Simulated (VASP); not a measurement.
**Co: single point with PBE**

Crystal: Co.

```xyz
2
Lattice="2.4673 0.0000 0.0000 -1.2337 2.1368 0.0000 0.0000 0.0000 3.9921" Properties=species:S:1:pos:R:3 pbc="T T T"
Co    0.0000    1.4245    0.9980
Co    1.2337    0.7123    2.9941
```

This cell differs from its parent crystal: volume scaled by 0.97, then relaxed in part.

| Item | Value |
| --- | --- |
| Program | VASP 6.6.1 |
| Task | single point |
| Functional | PBE |
| Potentials or basis | VASP PAW PBE potentials, release 64 (Co) |
| Cutoff | 520 eV |
| k mesh | 18 × 18 × 10 |
| Occupations | gaussian, width 0.1 eV |
| Spin | collinear spin, ferromagnetic start |
| Starting moments | [1.84, 1.84] μB |
| Dipole correction | no |
| Further INCAR settings | ALGO = Normal; EDIFF = 1e-06; NBANDS = 20 |

```yaml
Pressure: 6.3 GPa
Net_moment: 3.16 μB per cell
Site_moments: Co +1.59 μB
Valence_electrons_inside_the_program's_atomic_spheres: Co 8.33
```

Stress tensor (GPa, compression positive):
```
6.34 0.00 0.00
0.00 6.34 0.00
0.00 0.00 6.08
```

Levels at points of the mesh, in eV from the Fermi level:
Spin up:
| k point | band 9 | band 10 | band 11 | band 12 | band 13 | band 14 |
| --- | --- | --- | --- | --- | --- | --- |
| (0.00, 0.00, 0.00) | -1.93 | -0.78 | -0.78 | -0.08 | 6.63 | 22.25 |
| (0.50, 0.00, 0.00) | -0.54 | -0.48 | 1.40 | 3.49 | 9.94 | 10.63 |
| (0.00, 0.00, 0.50) | -1.10 | -1.10 | -1.10 | -1.10 | 15.38 | 15.38 |
| (0.50, 0.00, 0.50) | -0.54 | -0.54 | 1.67 | 1.67 | 7.55 | 7.55 |
Spin down:
```tsv
k point	band 4	band 5	band 6	band 7	band 8	band 9	band 10	band 11
(0.00, 0.00, 0.00)	-1.01	-1.01	-0.63	-0.63	-0.19	-0.19	-0.15	1.08
(0.50, 0.00, 0.00)	-1.90	-1.17	-1.08	-0.65	1.22	1.35	1.39	2.62
(0.00, 0.00, 0.50)	-1.61	-1.08	-1.08	-1.08	-1.08	0.73	0.73	0.73
(0.50, 0.00, 0.50)	-2.48	-0.07	-0.07	0.25	0.25	1.32	1.32	2.28
```

Wall time 110 s on 1 thread of Intel(R) Xeon(R) Platinum 8488C (Sapphire Rapids), on a shared host, peak memory 0.23 GiB.
